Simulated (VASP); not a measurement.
# BeS2 (P6/mmm) in VASP: single point with PBE

Aim: the single point of BeS2 with PBE.

All numbers are computed with VASP 6.6.1; they aren't measurements. Logs are shortened: lines on timing, memory, paths and dates and some standing lists are left out, and cuts for length are marked.

## 1. The cell of the first run

It takes space group P6/mmm (No. 191, hexagonal). Conventional cell: a = 4.309 Å, b = 4.309 Å, c = 3.040 Å, α = 90.00°, β = 90.00°, γ = 120.00°. Within 3.8 Å of Be (site symmetry 6/mmm) lie 12 S at 2.92 Å and 2 Be at 3.04 Å. S (site symmetry -6m2) has 5 S at 2.49 to 3.04 Å and 6 Be at 2.92 Å within 3.3 Å.

## 2. Single point, PBE

The input, INCAR:

```
PREC = Accurate
ENCUT = 520
EDIFF = 1E-7
ISMEAR = 0
SIGMA = 0.1
LREAL = False
LASPH = True
NELM = 100
ALGO = Normal
ISIF = 2
LWAVE = False
LCHARG = True
GGA = PE
LELF = True
LVHAR = True
NBANDS = 14
```

The input, KPOINTS:

```
regular mesh
0
Gamma
  6 6 6
```

The input, POSCAR:

```
BeS2
1.0
    4.3092612700      0.0000000000      0.0000000000
   -2.1546306300      3.7319297300      0.0000000000
    0.0000000000      0.0000000000      3.0402186600
Be S
1 2
Direct
    0.0000000000      0.0000000000      0.0000000000
    0.6666666700      0.3333333300      0.5000000000
    0.3333333300      0.6666666700      0.5000000000
```

Potentials or basis: VASP PAW PBE potentials, release 64 (Be, S).

Started as:

```console
cat potpaw_PBE.64/Be/POTCAR potpaw_PBE.64/S/POTCAR > POTCAR
mpirun -np 1 vasp_std > vasp.out
```

OUTCAR:

```text
PREC = Accurate
   ENCUT = 520
   EDIFF = 1E-7
   ISMEAR = 0
   LREAL = False
   LASPH = True
   NELM = 100
   ISIF = 2
   GGA = PE

 ion  position               nearest neighbor table
   1  0.000  0.000  0.000-
   2  0.667  0.333  0.500-   3 2.49   3 2.49   3 2.49
   3  0.333  0.667  0.500-   2 2.49   2 2.49   2 2.49

  LATTYP: Found a hexagonal cell.
 ALAT       =     4.3092612700
 C/A-ratio  =     0.7055080835

  Lattice vectors:

 A1 = (   4.3092612700,   0.0000000000,   0.0000000000)
 A2 = (  -2.1546306300,   3.7319297300,   0.0000000000)
 A3 = (   0.0000000000,   0.0000000000,   3.0402186600)

Analysis of symmetry for initial positions (statically):
=====================================================================
 Subroutine PRICEL returns:
 Original cell was already a primitive cell.

 Routine SETGRP: Setting up the symmetry group for a
 hexagonal supercell.

 Subroutine GETGRP returns: Found 24 space group operations
 (whereof 24 operations were pure point group operations)
 out of a pool of 24 trial point group operations.

The static configuration has the point symmetry D_6h.

Analysis of symmetry for dynamics (positions and initial velocities):
=====================================================================
 Subroutine PRICEL returns:
 Original cell was already a primitive cell.

 Routine SETGRP: Setting up the symmetry group for a
 hexagonal supercell.

 Subroutine GETGRP returns: Found 24 space group operations
 (whereof 24 operations were pure point group operations)
 out of a pool of 24 trial point group operations.

The dynamic configuration has the point symmetry D_6h.

 Subroutine INISYM returns: Found 24 space group operations
 (whereof 24 operations are pure point group operations),
 and found     1 'primitive' translations

----------------------------------------------------------------------------------------

                                     Primitive cell

  volume of cell :      48.8924

  direct lattice vectors                    reciprocal lattice vectors
     4.309261270  0.000000000  0.000000000     0.232058336  0.133978943  0.000000000
    -2.154630630  3.731929730  0.000000000     0.000000000  0.267957886  0.000000000
     0.000000000  0.000000000  3.040218660     0.000000000  0.000000000  0.328923710

  length of vectors
     4.309261270  4.309261266  3.040218660     0.267957885  0.267957886  0.328923710

  position of ions in fractional coordinates (direct lattice)
     0.000000000  0.000000000  0.000000000
     0.666666670  0.333333330  0.500000000
     0.333333330  0.666666670  0.500000000

  ion indices of the primitive-cell ions
   primitive index   ion index
                 1           1
                 2           2
                 3           3

----------------------------------------------------------------------------------------

 KPOINTS: regular mesh

Automatic generation of k-mesh.
 Grid dimensions read from file:
 generate k-points for:    6    6    6

 Generating k-lattice:

  Cartesian coordinates                     Fractional coordinates (reciprocal lattice)
     0.038676389  0.022329824  0.000000000     0.166666667  0.000000000  0.000000000
     0.000000000  0.044659648  0.000000000     0.000000000  0.166666667  0.000000000
     0.000000000  0.000000000  0.054820618     0.000000000  0.000000000  0.166666667

  Length of vectors
     0.044659648  0.044659648  0.054820618

  Shift w.r.t. Gamma in fractional coordinates (k-lattice)
     0.000000000  0.000000000  0.000000000

 Subroutine IBZKPT returns following result:
 ===========================================

 Found     28 irreducible k-points:

 Following reciprocal coordinates:
            Coordinates               Weight
  0.000000  0.000000  0.000000      1.000000
  0.166667  0.000000  0.000000      6.000000
  0.333333  0.000000  0.000000      6.000000
  0.500000  0.000000  0.000000      3.000000
  0.166667  0.166667  0.000000      6.000000
  0.333333  0.166667  0.000000     12.000000
[... 16 lines left out ...]
  0.166667  0.000000  0.500000      6.000000
  0.333333  0.000000  0.500000      6.000000
 [... further k-points ...]
   k-points           NKPTS =     28   k-points in BZ     NKDIM =     28   number of bands    NBANDS=     14
   number of dos      NEDOS =    301   number of ions     NIONS =      3
   total plane-waves  NPLWV =  24576
   dimension x,y,z NGX =    32 NGY =   32 NGZ =   24
   dimension x,y,z NGXF=    64 NGYF=   64 NGZF=   48
   ions per type =               1   2
   NGX,Y,Z   is equivalent  to a cutoff of  12.35, 12.35, 13.12 a.u.
   NGXF,Y,Z  is equivalent  to a cutoff of  24.69, 24.69, 26.25 a.u.
 SYSTEM =  unknown system
   PREC   = accura    normal or accurate (medium, high low for compatibility)
   ISTART =      0    job   : 0-new  1-cont  2-samecut
   ICHARG =      2    charge: 1-file 2-atom 10-const
   ISPIN  =      1    spin polarized calculation?
   LNONCOLLINEAR =      F non collinear calculations
   LSORBIT =      F    spin-orbit coupling
   LASPH  =      T    aspherical Exc in radial PAW
   ENCUT  =  520.0 eV  38.22 Ry    6.18 a.u.   8.01  8.01  5.65*2*pi/ulx,y,z
   NELM   =    100;   NELMIN=  2; NELMDL= -5     # of ELM steps
   EDIFF  = 0.1E-06   stopping-criterion for ELM
   LREAL  =      F    real-space projection
   EDIFFG = 0.1E-05   stopping-criterion for IOM
   NSW    =      0    number of steps for IOM
   IBRION =     -1    ionic relax: 0-MD 1-quasi-New 2-CG
   NFREE  =      0    steps in history (QN), initial steepest desc. (CG)
   ISIF   =      2    stress and relaxation
   ISYM   =      2    0-nonsym 1-usesym 2-fastsym
   POTIM  = 0.5000    time-step for ionic-motion
   TEBEG  =    0.0;   TEEND  =   0.0 temperature during run
   PSTRESS=    0.0 pullay stress
   NELECT =      14.0000    total number of electrons
   NUPDOWN=      -1.0000    fix difference up-down
   EMIN   =  10.00;   EMAX   =-10.00  energy-range for DOS
   EFERMI =   0.00;   METHOD = LEGACY
   ISMEAR =     0;   SIGMA  =   0.10  broadening in eV -4-tet -1-fermi 0-gaus
   EFERMI_NEDOS =   21; number of points for ismear=-14 and -15
   IALGO  =     38    algorithm
   IMIX   =      4    mixing-type and parameters
     AMIX     =   0.40;   BMIX     =  1.00
     AMIX_MAG =   1.60;   BMIX_MAG =  1.00
  volume/ion in A,a.u.               =      16.30       109.98
  Fermi-wavevector in a.u.,A,eV,Ry     =   1.079039  2.039088 15.841606  1.164325
  Thomas-Fermi vector in A             =   2.214994
   LORBIT       =      0    0 simple, 1 ext, 2 COOP (PROOUT), +10 PAW based schemes
   GGA     = PE    functional components
   LHFCALC =     F    Hartree Fock is set to
   AEXX    =    0.0000 exact exchange contribution
   IVDW    =     0    specifies the selected vdW correction
   LEPSILON=     F    determine dielectric tensor
   LRPA    =     F    only Hartree local field effects (RPA)
 non-spin polarized calculation
 Gauss-broadening in eV      SIGMA  =   0.10
  energy-cutoff  :      520.00
  volume of cell :       48.89
 maximum number of plane-waves:      1332
   NGX = 17   NGY = 17   NGZ = 11

 number of electron      13.9999997 magnetization

 Free energy of the ion-electron system (eV)
  ---------------------------------------------------
  ext. energy  EPLUGINS =         0.00000000
  ---------------------------------------------------
  free energy    TOTEN  =        -8.96986122 eV

  energy without entropy =       -8.96418857  energy(sigma->0) =       -8.96702490

 E-fermi :   5.9146     XC(G=0): -10.0800

 val. band max:        5.9103820506   @ k =   0.3333   0.3333   0.1667
 cond. band min:       5.9624241950   @ k =   0.1667   0.0000   0.5000
 fundamental gap:      0.0520421444
 Fermi energy:         5.9145590718

 k-point     1 :       0.0000    0.0000    0.0000
  band No.  band energies     occupation
      1     -10.1082      2.00000
      2      -4.5456      2.00000
      3       0.3531      2.00000
      4       0.3531      2.00000
      5       3.3830      2.00000
      6       3.3830      2.00000
      7       4.3141      2.00000
      8       4.9192      2.00000
      9       7.7983      0.00000
     10      11.2460      0.00000
     11      12.7157      0.00000
     12      12.7157      0.00000
     13      13.5743      0.00000
     14      18.0454      0.00000

 k-point     2 :       0.1667    0.0000    0.0000
  band No.  band energies     occupation
      1      -9.8988      2.00000
      2      -5.2173      2.00000
      3      -0.0498      2.00000
      4       0.5667      2.00000
      5       3.1132      2.00000
      6       4.2261      2.00000
      7       4.4923      2.00000
      8       6.3385      0.00000
      9       7.5323      0.00000
     10      11.5774      0.00000
     11      11.8647      0.00000
     12      12.2965      0.00000
     13      13.1989      0.00000
     14      17.1986      0.00000

 k-point     3 :       0.3333    0.0000    0.0000
  band No.  band energies     occupation
      1      -9.3167      2.00000
      2      -6.4975      2.00000
      3      -0.5916      2.00000
      4       0.2881      2.00000
      5       4.4004      2.00000
      6       4.9766      2.00000
      7       5.9936      0.26370
      8       6.8893      0.00000
      9       8.1453      0.00000
     10       9.9298      0.00000
     11      11.0303      0.00000
     12      12.4797      0.00000
     13      12.9428      0.00000
     14      15.4650      0.00000
[... 324 lines left out ...]
 k-point    23 :       0.1667    0.0000    0.5000
  band No.  band energies     occupation
      1      -8.6951      2.00000
      2      -4.1399      2.00000
      3      -1.1111      2.00000
      4       1.0023      2.00000
      5       1.7151      2.00000
      6       3.4020      2.00000
      7       4.7420      2.00000
      8       5.9624      0.49846
      9       7.5381      0.00000
     10       8.3584      0.00000
     11       8.4071      0.00000
     12      10.3591      0.00000
     13      12.4421      0.00000
     14      13.0345      0.00000

 k-point    24 :       0.3333    0.0000    0.5000
  band No.  band energies     occupation
      1      -8.1266      2.00000
      2      -5.3843      2.00000
      3      -0.5013      2.00000
      4       0.6013      2.00000
      5       1.8111      2.00000
      6       2.2683      2.00000
      7       5.5713      2.00000
      8       6.5431      0.00000
      9       7.3041      0.00000
     10       7.6611      0.00000
     11       9.4963      0.00000
     12      11.3449      0.00000
     13      14.6482      0.00000
     14      15.5593      0.00000

 [... further k-points ...]

------------------------ aborting loop because EDIFF is reached ----------------------------------------

  FORCE on cell =-STRESS in cart. coord.  units (eV):
  Direction    XX          YY          ZZ          XY          YZ          ZX
  --------------------------------------------------------------------------------------
  -------------------------------------------------------------------------------------
  Total       -2.1655712     -2.1655712     -0.1865802     -0.0000000      0.0000000      0.0000000
  in kB      -70.9646293    -70.9646293     -6.1141351     -0.0000001      0.0000000      0.0000000
  external PRESSURE =     -49.3477979 kB  Pullay stress =       0.0000000 kB

 VOLUME and BASIS-vectors are now :
 -----------------------------------------------------------------------------
  energy-cutoff  :      520.00
  volume of cell :       48.89
      direct lattice vectors                 reciprocal lattice vectors
     4.309261270  0.000000000  0.000000000     0.232058336  0.133978943  0.000000000
    -2.154630630  3.731929730  0.000000000     0.000000000  0.267957886  0.000000000
     0.000000000  0.000000000  3.040218660     0.000000000  0.000000000  0.328923710

 POSITION                                       TOTAL-FORCE (eV/Angst)
 -----------------------------------------------------------------------------------
      0.00000      0.00000      0.00000        -0.000000      0.000000     -0.000000
      2.15463      1.24398      1.52011         0.000000      0.000000      0.000000
     -0.00000      2.48795      1.52011        -0.000000      0.000000     -0.000000
 -----------------------------------------------------------------------------------
    total drift:                               -0.000000      0.000000     -0.000000

  FREE ENERGIE OF THE ION-ELECTRON SYSTEM (eV)
  ---------------------------------------------------
  free  energy   TOTEN  =        -8.9698612240 eV

  energy  without entropy=       -8.9641885723  energy(sigma->0) =       -8.96702490
```

Run time: 11 s. Hardware: 1 thread of AMD EPYC 9R45 (Zen 5), shared host; peak memory 0.13 GiB.

Results:

```
Free energy            : -8.9699 eV
Pressure               : -4.9 GPa
Band gap on the k mesh : zero (band 7 reaches 6.74 eV, above the bottom of band 8 at 4.74 eV)
```

Stress tensor (GPa, compression positive):
```
-7.10  0.00  0.00
 0.00 -7.10  0.00
 0.00  0.00 -0.61
```
